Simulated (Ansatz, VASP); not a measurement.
BN: VASP beside Ansatz

File INCAR:

```
ALGO = Normal
EDIFF = 1E-7
ENCUT = 520
GGA = PE
ISIF = 2
ISMEAR = 0
LASPH = T
LCHARG = F
LREAL = F
LWAVE = F
NBANDS = 11
NELM = 100
PREC = Accurate
SIGMA = 0.05
```

KPOINTS

```
k-points
0
Gamma
  12 12 12
```

The input POSCAR:

```
BN
1.0
    0.0000000000      2.1096859474      1.7586578421
    1.7586578421      0.0000000000      1.7586578421
    1.7586578421      2.1096859474      0.0000000000
B N
1 1
Direct
    0.0000000000      0.0000000000      0.0000000000
    0.7500000000      0.7500000000      0.7500000000
```

Input for Ansatz:

```yaml
crystal:
  lattice:
    - [0.0, 2.1096859474, 1.7586578421]
    - [1.7586578421, 0.0, 1.7586578421]
    - [1.7586578421, 2.1096859474, 0.0]
  atoms:
    - { symbol: B, position: [0.0, 0.0, 0.0] }
    - { symbol: "N", position: [0.75, 0.75, 0.75] }
basis:
  ecutwfc: 520.0
kpoints:
  mp_grid: { grid: [12, 12, 12] }
hamiltonian:
  xc: pbe
scf:
  occupations: { method: gaussian, width: 0.05 }
output:
  forces: true
  stress: true
  eigenvalues: true
```

Alike in both runs: task single point; functional PBE; k mesh 12 × 12 × 12; occupations gaussian, width 0.05 eV; no spin polarisation.

|  | VASP | Ansatz |
| --- | --- | --- |
| version | VASP 6.6.1 | Ansatz 0.2.0 |
| potentials or method | VASP PAW PBE potentials, release 64 (B, N), cutoff 520 eV | scalar-relativistic, plane waves, PAW |
| valence electrons in the cell | 8 | 8 |

```tsv
	VASP	Ansatz	Ansatz less VASP
gap on the k mesh at the Fermi level (eV)	2.79	2.80	+0.009
least direct gap on the mesh (eV)	6.41	6.42	+0.007
pressure (GPa)	-28.0	-28.0	+0.01
traceless stress, the component that is largest in VASP (GPa)	-83.44	-83.38	+0.063
```

The functional is the same, so the differences come from potentials, cutoffs and numerics.
